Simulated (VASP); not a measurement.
A run of VASP 6.6.1 is set up as follows.

The input INCAR:

```
SYSTEM = Pb
PREC = Accurate ; ENCUT = 400
EDIFF = 1E-6 ; ISMEAR = 0
SIGMA = 0.1 ; LREAL = .False.
LASPH = .True. ; NELM = 120
ALGO = Normal ; ISIF = 2
LWAVE = .False. ; LCHARG = .False.
GGA = PE ; NBANDS = 21
GGA_COMPAT = .False.
```

File KPOINTS:

```
Automatic mesh
0
Gamma
  8 6 8
  0 0 0
```

The input POSCAR:

```
Pb
1.0
    4.3097531800      0.0000000000      0.0000000000
    0.0000000000      0.0000000000     -4.4504935700
   -2.1548765900      6.1339473500      0.0000000000
Pb
2
Direct
    0.3682392700      0.2500000000      0.7364785400
    0.6317607300      0.7500000000      0.2635214600
```

Potentials or basis: VASP PAW PBE potentials, release 64 (Pb_d).

Run with:

```console
$ cat potpaw_PBE.64/Pb_d/POTCAR > POTCAR
$ mpirun -np 1 vasp_std > vasp.out
```

Estimate the band gap on the k mesh.

zero (bands 14 and 15 overlap by 2.01 eV).

Estimate the largest force.

0.226 eV/Å.

Estimate the pressure.

-5.6 GPa.

Forces on the atoms (eV/Å):
```
Pb   0.000 -0.226  0.000
Pb   0.000  0.226  0.000
```

Caveat: spin-orbit coupling is left out, which moves the levels of the heavy elements.
